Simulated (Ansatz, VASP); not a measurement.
## Ga3Sb in VASP and in Ansatz

```
Ga Sb
1.0
    -2.35008    2.35008    3.99213
     2.35008   -2.35008    3.99213
     2.35008    2.35008   -3.99213
Ga Sb
3 1
Direct
  0.75000 0.25000 0.50000
  0.25000 0.75000 0.50000
  0.50000 0.50000 0.00000
  0.00000 0.00000 0.00000
```

Alike in both runs: task single point; functional PBE; k mesh 16 × 16 × 16; occupations gaussian, width 0.15 eV; no spin polarisation.

|  | VASP | Ansatz |
| --- | --- | --- |
| version | VASP 6.6.1 | Ansatz 0.2.0 |
| potentials or method | VASP PAW PBE potentials, release 64 (Ga_d, Sb), cutoff 520 eV | scalar-relativistic, plane waves, PAW |
| valence electrons in the cell | 44 | 54 |

```csv
,VASP,Ansatz,Ansatz less VASP
gap on the k mesh at the Fermi level (eV),none,none,-
pressure (GPa),-0.1,-0.1,-0.01
"traceless stress, the component that is largest in VASP (GPa)",0.19,0.19,-0.005
```

A gap of «none» marks a metal or a gap that the smearing closes. VASP's potentials hold 44 valence electrons a cell and Ansatz's 54, so a difference there can come from the potentials and not from the codes.

Spin-orbit coupling is off throughout.
